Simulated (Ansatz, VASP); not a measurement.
# CaCu4Bi in VASP and in Ansatz

Contents of INCAR:

```
SYSTEM = CaCu4Bi
PREC = Accurate
ENCUT = 600
EDIFF = 1E-6
ISMEAR = 0
SIGMA = 0.1
LREAL = .FALSE.
LASPH = .TRUE.
NELM = 80
ALGO = Fast
ISIF = 3
LWAVE = .FALSE.
LCHARG = .FALSE.
GGA = PE
IBRION = 2
NSW = 100
EDIFFG = -0.01
```

KPOINTS

```
regular mesh
0
G
  10 10 10
  0 0 0
```

The input POSCAR:

```
CaCu4Bi
1.0
    0.0000000000      3.7222835481      3.7222835481
    3.7222835481      0.0000000000      3.7222835481
    3.7222835481      3.7222835481      0.0000000000
Ca Cu Bi
1 4 1
Direct
    0.0000000000      0.0000000000      0.0000000000
    0.3745851750      0.3745851750      0.3745851750
    0.8762444750      0.3745851750      0.3745851750
    0.3745851750      0.8762444750      0.3745851750
    0.3745851750      0.3745851750      0.8762444750
    0.7500000000      0.7500000000      0.7500000000
```

Input for Ansatz:

```yaml
crystal:
  lattice:
    - [0.0, 3.7222835481, 3.7222835481]
    - [3.7222835481, 0.0, 3.7222835481]
    - [3.7222835481, 3.7222835481, 0.0]
  atoms:
    - { symbol: Ca, position: [0.0, 0.0, 0.0] }
    - { symbol: Cu, position: [0.374585175, 0.374585175, 0.374585175] }
    - { symbol: Cu, position: [0.876244475, 0.374585175, 0.374585175] }
    - { symbol: Cu, position: [0.374585175, 0.876244475, 0.374585175] }
    - { symbol: Cu, position: [0.374585175, 0.374585175, 0.876244475] }
    - { symbol: Bi, position: [0.75, 0.75, 0.75] }
basis:
  ecutwfc: 420
kpoints:
  mp_grid: { grid: [10, 10, 10] }
hamiltonian:
  xc: pbe
scf:
  occupations: { method: gaussian, width: 0.1 }
output:
  forces: true
  stress: true
  eigenvalues: true
  write_density: true
  write_potential: true
  elf: true
  volumetric_format: npy
relax:
  adjacent_minimum: "off"
  f_tol: 0.01
  max_steps: 80
  cell: { stress_tol: 0.05 }
```

Change from the starting cell: species swapped into the MgInCu4 type (F-43m, No. 216).

Alike in both runs: task relaxation of cell and atoms; functional PBE; k mesh 10 × 10 × 10; occupations gaussian, width 0.1 eV; no spin polarisation.

|  | VASP | Ansatz |
| --- | --- | --- |
| version | VASP 6.6.1 | Ansatz 0.2.0 |
| potentials or method | VASP PAW PBE potentials, release 64 (Ca_sv, Cu, Bi_d), cutoff 600 eV | scalar-relativistic, plane waves, PAW |
| valence electrons in the cell | 69 | 101 |

Ansatz gave:

* gap on the k mesh at the Fermi level, each at its own relaxed structure (eV): none
* relaxed volume (Å³/atom): 17.21
* relaxed length of the cell vector where the two differ most in proportion (Å): 5.267

**Question.** What did VASP give for the same quantities?

**Answer.** gap on the k mesh at the Fermi level, each at its own relaxed structure (eV): none; relaxed volume (Å³/atom): 17.30; relaxed length of the cell vector where the two differ most in proportion (Å): 5.275.

A gap of «none» marks a metal or a gap that the smearing closes. VASP's potentials hold 69 valence electrons a cell and Ansatz's 101, so a difference there can come from the potentials and not from the codes.

Spin-orbit coupling is off throughout.
